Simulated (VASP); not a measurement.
# BN (P6_3mc) in VASP: notebook

BN is run at these levels: PBEsol, PBE, r2SCAN; tasks: vibrations by perturbation theory, dielectric tensor, G0W0 quasiparticle levels.

All numbers are computed with VASP 6.6.1; they aren't measurements. Logs are shortened: lines on timing, memory, paths and dates and some standing lists are left out, and cuts for length are marked.

### Step 1. The cell of the first run

Symmetry: P6_3mc, No. 186, hexagonal system. The conventional cell has a = 2.541 Å, b = 2.541 Å, c = 4.203 Å, α = 90.00°, β = 90.00°, γ = 120.00°. Within 2.1 Å of B (site symmetry 3m) lie 4 N at 1.56 to 1.57 Å. Within 2.1 Å of N (site symmetry 3m) lie 4 B at 1.56 to 1.57 Å.

### Step 2. Vibrations by perturbation theory, PBEsol

Contents of INCAR:

```
SYSTEM = BN
PREC = Accurate
ENCUT = 520
EDIFF = 1E-8
ISMEAR = 0
SIGMA = 0.01
LREAL = .FALSE.
LASPH = .TRUE.
NELM = 100
ALGO = Normal
ISIF = 2
LWAVE = .FALSE.
LCHARG = .FALSE.
GGA = PS
IBRION = 8
NSW = 1
LEPSILON = .TRUE.
```

Contents of KPOINTS:

```
Automatic mesh
0
G
  9 9 6
  0 0 0
```

Contents of POSCAR:

```
BN
1.0
    2.5410075862      0.0000000000      0.0000000000
   -1.2705037931      2.2005771208      0.0000000000
    0.0000000000      0.0000000000      4.2033070291
B N
2 2
Direct
    0.6666666667      0.3333333333      0.0002668212
    0.3333333333      0.6666666667      0.5002668212
    0.6666666667      0.3333333333      0.3747331788
    0.3333333333      0.6666666667      0.8747331788
```

Potentials or basis: VASP PAW PBE potentials, release 64 (B, N).

On the command line:

```bash
$ cat potpaw_PBE.64/B/POTCAR potpaw_PBE.64/N/POTCAR > POTCAR
$ mpirun -np 1 vasp_std > vasp.out
```

OUTCAR:

```text
SYSTEM = BN
   PREC = Accurate
   ENCUT = 520
   EDIFF = 1E-8
   ISMEAR = 0
   LREAL = .FALSE.
   LASPH = .TRUE.
   NELM = 100
   ISIF = 2
   GGA = PS
   IBRION = 8
   NSW = 1
   LEPSILON = .TRUE.

 ion  position               nearest neighbor table
   1  0.667  0.333  0.000-   4 1.56   4 1.56   4 1.56   3 1.57
   2  0.333  0.667  0.500-   3 1.56   3 1.56   3 1.56   4 1.57
   3  0.667  0.333  0.375-   2 1.56   2 1.56   2 1.56   1 1.57
   4  0.333  0.667  0.875-   1 1.56   1 1.56   1 1.56   2 1.57

  LATTYP: Found a hexagonal cell.
 ALAT       =     2.5410075862
 C/A-ratio  =     1.6541890909

  Lattice vectors:

 A1 = (   2.5410075862,   0.0000000000,   0.0000000000)
 A2 = (  -1.2705037931,   2.2005771208,   0.0000000000)
 A3 = (   0.0000000000,   0.0000000000,   4.2033070291)

Analysis of symmetry for initial positions (statically):
=====================================================================
 Subroutine PRICEL returns:
 Original cell was already a primitive cell.

 Routine SETGRP: Setting up the symmetry group for a
 hexagonal supercell.

 Subroutine GETGRP returns: Found 12 space group operations
 (whereof  6 operations were pure point group operations)
 out of a pool of 24 trial point group operations.

The static configuration has the point symmetry C_3v.
 The point group associated with its full space group is C_6v.

Analysis of symmetry for dynamics (positions and initial velocities):
=====================================================================
 Subroutine PRICEL returns:
 Original cell was already a primitive cell.

 Routine SETGRP: Setting up the symmetry group for a
 hexagonal supercell.

 Subroutine GETGRP returns: Found 12 space group operations
 (whereof  6 operations were pure point group operations)
 out of a pool of 24 trial point group operations.

The dynamic configuration has the point symmetry C_3v.
 The point group associated with its full space group is C_6v.

 Subroutine INISYM returns: Found 12 space group operations
 (whereof  6 operations are pure point group operations),
 and found     1 'primitive' translations

----------------------------------------------------------------------------------------

                                     Primitive cell

  volume of cell :      23.5036

  direct lattice vectors                    reciprocal lattice vectors
     2.541007586  0.000000000  0.000000000     0.393544673  0.227213123  0.000000000
    -1.270503793  2.200577121  0.000000000     0.000000000  0.454426246  0.000000000
     0.000000000  0.000000000  4.203307029     0.000000000  0.000000000  0.237907912

  length of vectors
     2.541007586  2.541007586  4.203307029     0.454426246  0.454426246  0.237907912

  position of ions in fractional coordinates (direct lattice)
     0.666666667  0.333333333  0.000266821
     0.333333333  0.666666667  0.500266821
     0.666666667  0.333333333  0.374733179
     0.333333333  0.666666667  0.874733179

  ion indices of the primitive-cell ions
   primitive index   ion index
                 1           1
                 2           2
                 3           3
                 4           4

----------------------------------------------------------------------------------------

 KPOINTS: Automatic mesh

Automatic generation of k-mesh.
 Grid dimensions read from file:
 generate k-points for:    9    9    6

 Generating k-lattice:

  Cartesian coordinates                     Fractional coordinates (reciprocal lattice)
     0.043727186  0.025245903  0.000000000     0.111111111 -0.000000000  0.000000000
     0.000000000  0.050491805  0.000000000     0.000000000  0.111111111  0.000000000
     0.000000000  0.000000000  0.039651319     0.000000000  0.000000000  0.166666667

  Length of vectors
[... 508 lines left out ...]
  ---------------------------------------------------
  free energy    TOTEN  =        -0.24982355 eV

  energy without entropy =       -0.24982355

------------------------ aborting loop because EDIFF is reached ----------------------------------------

--------------------------------------- Ionic step        2  -------------------------------------------

------------------------ aborting loop because EDIFF is reached ----------------------------------------

--------------------------------------- Ionic step        3  -------------------------------------------

------------------------ aborting loop because EDIFF is reached ----------------------------------------

 PIEZOELECTRIC TENSOR FIELD DIRECTION 3  (e Angst)
 -----------------------------------------------------------------------------
     0.74513  0.00000  0.00000           (  0.00610 -0.00000  0.00000)
    -0.00000  0.74513 -0.00000           ( -0.00000  0.00610 -0.00000)
     0.00000 -0.00000 -1.54150           (  0.00000 -0.00000 -0.00868)

 PIEZOELECTRIC TENSOR FIELD DIRECTION 3  (C/m^2)
 -----------------------------------------------------------------------------
     0.50794  0.00000  0.00000
    -0.00000  0.50794 -0.00000
     0.00000 -0.00000 -1.05080

[... ionic steps 4 to 9 ...]

--------------------------------------- Ionic step       10  -------------------------------------------

------------------------ aborting loop because EDIFF is reached ----------------------------------------

[... ionic steps 11 to 11 ...]

--------------------------------------- Ionic step       12  -------------------------------------------

 Free energy of the ion-electron system (eV)
  ---------------------------------------------------
  ---------------------------------------------------
  free energy    TOTEN  =        -0.25806088 eV

  energy without entropy =       -0.25806088

------------------------ aborting loop because EDIFF is reached ----------------------------------------

 INTERNAL STRAIN TENSOR  FOR ION    3  DIRECTION 3   (eV/Angst):
 -----------------------------------------------------------------------------
     1.77078 -0.00000 -0.00000
     0.00000  1.77078  0.00000
    -0.00000  0.00000 -1.24951

 MACROSCOPIC STATIC DIELECTRIC TENSOR (including local field effects in DFT)
 ------------------------------------------------------
           4.593596     0.000000    -0.000000
           0.000000     4.593596     0.000000
           0.000000     0.000000     4.750167
 ------------------------------------------------------

 PIEZOELECTRIC TENSOR (including local field effects)  for field in x, y, z        (e  Angst)
          XX          YY          ZZ          XY          YZ          ZX
  --------------------------------------------------------------------------------
  x     0.00000     0.00000     0.00000    -0.00000     0.00000     0.90335
  y     0.00000     0.00000     0.00000     0.00000     0.90335     0.00000
  z     0.74513     0.74513    -1.54150     0.00000     0.00000     0.00000

 PIEZOELECTRIC TENSOR (including local field effects)  for field in x, y, z        (C/m^2)
          XX          YY          ZZ          XY          YZ          ZX
  --------------------------------------------------------------------------------
  x     0.00000     0.00000     0.00000    -0.00000     0.00000     0.61579
  y     0.00000     0.00000     0.00000     0.00000     0.61579     0.00000
  z     0.50794     0.50794    -1.05080     0.00000     0.00000     0.00000

 BORN EFFECTIVE CHARGES (including local field effects) (in |e|, cummulative output)
 ---------------------------------------------------------------------------------
 ion    1
    1     1.83498     0.00000     0.00000
    2     0.00000     1.83498    -0.00000
    3     0.00000     0.00000     1.93268
 ion    2
    1     1.83498     0.00000     0.00000
    2     0.00000     1.83498     0.00000
    3     0.00000     0.00000     1.93268
 ion    3
    1    -1.83498     0.00000     0.00000
    2    -0.00000    -1.83498     0.00000
    3     0.00000     0.00000    -1.93268
 ion    4
    1    -1.83498     0.00000     0.00000
    2    -0.00000    -1.83498     0.00000
    3    -0.00000     0.00000    -1.93268

 INTERNAL STRAIN TENSOR FOR ION    4 for displacements in x,y,z  (eV/Angst):
          X           Y           Z          XY          YZ          ZX
  --------------------------------------------------------------------------------
  x    -0.00000     0.00000     0.00000    -5.21730     0.00000     2.90149
  y    -5.21730     5.21730     0.00000     0.00000     3.12084    -0.00000
  z     1.77078     1.77078    -1.24951    -0.00000    -0.00000     0.00000

 SECOND DERIVATIVES (NOT SYMMETRIZED)
 ------------------------------------
               1X          1Y          1Z          2X          2Y          2Z          3X          3Y          3Z          4X          4Y          4Z
  1X   -25.529998   -0.000000    0.000000    0.179405    0.000000    0.000000    4.722241    0.000000    0.000000   20.628352   -0.000000    0.000000
  1Y     0.000000  -25.529998    0.000000   -0.000000    0.179405    0.000000   -0.000000    4.722241    0.000000   -0.000000   20.628352    0.000000
  1Z     0.000000    0.000000  -35.511162    0.000000    0.000000   11.697262    0.000000   -0.000000    9.176956    0.000000    0.000000   14.636944
  2X     0.179405    0.000000    0.000000  -25.529998   -0.000000    0.000000   20.628352    0.000000    0.000000    4.722241    0.000000    0.000000
  2Y    -0.000000    0.179405   -0.000000    0.000000  -25.529998    0.000000    0.000000   20.628352   -0.000000   -0.000000    4.722241   -0.000000
  2Z     0.000000    0.000000   11.697262   -0.000000   -0.000000  -35.511162    0.000000   -0.000000   14.636944    0.000000    0.000000    9.176956
  3X     4.726396    0.000000    0.000000   20.627289    0.000000    0.000000  -25.769659    0.000000   -0.000000    0.415975   -0.000000   -0.000000
  3Y     0.000000    4.726396    0.000000    0.000000   20.627289    0.000000    0.000000  -25.769659    0.000000   -0.000000    0.415975    0.000000
  3Z     0.000000   -0.000000    9.093105    0.000000    0.000000   14.708219    0.000000    0.000000  -37.871254    0.000000   -0.000000   14.069929
  4X    20.627289   -0.000000   -0.000000    4.726396   -0.000000    0.000000    0.415975    0.000000    0.000000  -25.769659   -0.000000    0.000000
  4Y    -0.000000   20.627289    0.000000    0.000000    4.726396    0.000000    0.000000    0.415975    0.000000   -0.000000  -25.769659    0.000000
  4Z     0.000000   -0.000000   14.708219   -0.000000    0.000000    9.093105    0.000000    0.000000   14.069929    0.000000    0.000000  -37.871254

 Eigenvectors and eigenvalues of the dynamical matrix
 ----------------------------------------------------

   1 f  =   33.513115 THz   210.569109 2PiTHz 1117.877175 cm-1   138.599043 meV
             X         Y         Z           dx          dy          dz
      1.270504  0.733526  0.001122    -0.000000   -0.000000   -0.630369
     -0.000000  1.467051  2.102775    -0.000000   -0.000000    0.630369
      1.270504  0.733526  1.575119     0.000000    0.000000   -0.320367
     -0.000000  1.467051  3.676772     0.000000    0.000000    0.320367
[... 71 lines left out ...]
  12 f/i=    0.004044 THz     0.025412 2PiTHz    0.134909 cm-1     0.016727 meV
             X         Y         Z           dx          dy          dz
      1.270504  0.733526  0.001122    -0.000000    0.000000    0.466683
     -0.000000  1.467051  2.102775    -0.000000    0.000000    0.466683
      1.270504  0.733526  1.575119    -0.000000    0.000000    0.531231
     -0.000000  1.467051  3.676772    -0.000000    0.000000    0.531231

--------------------------------------------------------------------------------------------------------

 MACROSCOPIC STATIC DIELECTRIC TENSOR IONIC CONTRIBUTION
 ------------------------------------------------------
           2.045085    -0.000000     0.000000
          -0.000000     2.045085     0.000000
           0.000000     0.000000     2.415840
 ------------------------------------------------------

 ELASTIC MODULI CONTR FROM IONIC RELAXATION (kBar)
 Direction    XX          YY          ZZ          XY          YZ          ZX
 --------------------------------------------------------------------------------
 XX        -160.4864    124.5810     12.6966      0.0000     -0.0000      0.0000
 YY         124.5810   -160.4864     12.6966     -0.0000      0.0000     -0.0000
 ZZ          12.6966     12.6966     -8.9794     -0.0000      0.0000      0.0000
 XY           0.0000     -0.0000     -0.0000   -142.5337      0.0000     -0.0000
 YZ          -0.0000      0.0000      0.0000      0.0000    -51.4344      0.0000
 ZX           0.0000     -0.0000      0.0000     -0.0000      0.0000    -43.3156
 --------------------------------------------------------------------------------

 PIEZOELECTRIC TENSOR IONIC CONTR  for field in x, y, z        (C/m^2)
          XX          YY          ZZ          XY          YZ          ZX
  --------------------------------------------------------------------------------
  x     0.00000    -0.00000     0.00000    -0.00000     0.00000    -0.28006
  y    -0.00000     0.00000     0.00000     0.00000    -0.30518     0.00000
  z    -0.19596    -0.19596     0.13859     0.00000    -0.00000    -0.00000
```

It took 3.6 min on 1 thread of Intel Xeon Platinum 8488C (Sapphire Rapids), shared host; peak memory 0.28 GiB.

Results:

| Property | Result |
| --- | --- |
| Electronic dielectric tensor (diagonal) | 4.59, 4.59, 4.75 |
| Born charges (mean of the diagonal) | B +1.87; N -1.87 e |
| Highest phonon frequency at Γ, LO-TO splitting left out | 1118 cm⁻¹ |

Phonon frequencies in cm⁻¹ (negative: imaginary):
```tsv
q point	frequencies
(0.000, 0.000, 0.000)	0 0 0 468 468 967 967 973 1030 1063 1063 1118
```

Electronic dielectric tensor:
```
4.59 0.00 0.00
0.00 4.59 0.00
0.00 0.00 4.75
```

Born effective charge tensors (e):
atom 1, B
```
1.83 0.00 0.00
0.00 1.83 0.00
0.00 0.00 1.93
```
atom 2, B
```
1.83 0.00 0.00
0.00 1.83 0.00
0.00 0.00 1.93
```
atom 3, N
```
-1.83  0.00  0.00
 0.00 -1.83  0.00
 0.00  0.00 -1.93
```
atom 4, N
```
-1.83  0.00  0.00
 0.00 -1.83  0.00
 0.00  0.00 -1.93
```

(Part 1 of 2 ends here.)
